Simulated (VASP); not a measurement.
A run of VASP 6.6.1 is set up as follows.

Contents of INCAR:

```
SYSTEM = SiO2
ALGO     = Normal         ! electronic algorithm
EDIFF    = 1E-7           ! SCF threshold, eV
ENCUT    = 520            ! plane-wave cutoff, eV
GGA      = CA             ! functional
ISIF     = 2              ! what is computed and relaxed
ISMEAR   = 0              ! smearing method
LASPH    = .TRUE.         ! aspherical terms in the spheres
LCHARG   = .FALSE.        ! write CHGCAR
LREAL    = .FALSE.        ! projectors in reciprocal space
LWAVE    = .FALSE.        ! write WAVECAR
NBANDS   = 44             ! bands
NELM     = 80             ! most SCF steps
PREC     = Accurate       ! precision mode
SIGMA    = 0.02           ! smearing width, eV
```

KPOINTS

```
k-points
0
G
  6 6 6
  0 0 0
```

POSCAR

```
SiO2
1.0
    0.0000000000      4.6547788346      7.3004115437
    2.3265582986      0.0000000000      7.3004115437
    2.3265582986      4.6547788346      0.0000000000
Si O
4 8
Direct
    0.5627088184      0.5627088184      0.9372911816
    0.3127088184      0.3127088184      0.6872911816
    0.6872911816      0.6872911816      0.3127088184
    0.9372911816      0.9372911816      0.5627088184
    0.6250000000      0.1250000000      0.6250000000
    0.6250000000      0.6250000000      0.1250000000
    0.6250000000      0.6250000000      0.6250000000
    0.1250000000      0.6250000000      0.6250000000
    0.1826264899      0.8173735101      0.1826264899
    0.8173735101      0.1826264899      0.8173735101
    0.4326264899      0.0673735101      0.4326264899
    0.0673735101      0.4326264899      0.0673735101
```

Potentials or basis: VASP PAW LDA potentials, release 64 (Si, O).

Launch:

```console
$ cat potpaw_LDA.64/Si/POTCAR potpaw_LDA.64/O/POTCAR > POTCAR
$ mpirun -np 1 vasp_std > vasp.out
```

Q: Predict the largest force.

A: 0.039 eV/Å.

Q: Predict the band gap on the k mesh.

A: 5.69 eV.

Q: What does it give for the pressure?

A: 3.7 GPa.

Forces on the atoms (eV/Å):
```
Si   0.000  0.000  0.039
Si   0.000  0.000  0.039
Si   0.000  0.000 -0.039
Si   0.000  0.000 -0.039
O    0.000  0.000  0.000
O    0.000  0.000  0.000
O    0.000  0.000  0.000
O    0.000  0.000  0.000
O    0.000 -0.039  0.000
O    0.000  0.039  0.000
O    0.000 -0.039  0.000
O    0.000  0.039  0.000
```

Caveat: the cell stands under pressure. A k mesh can miss the band edges.
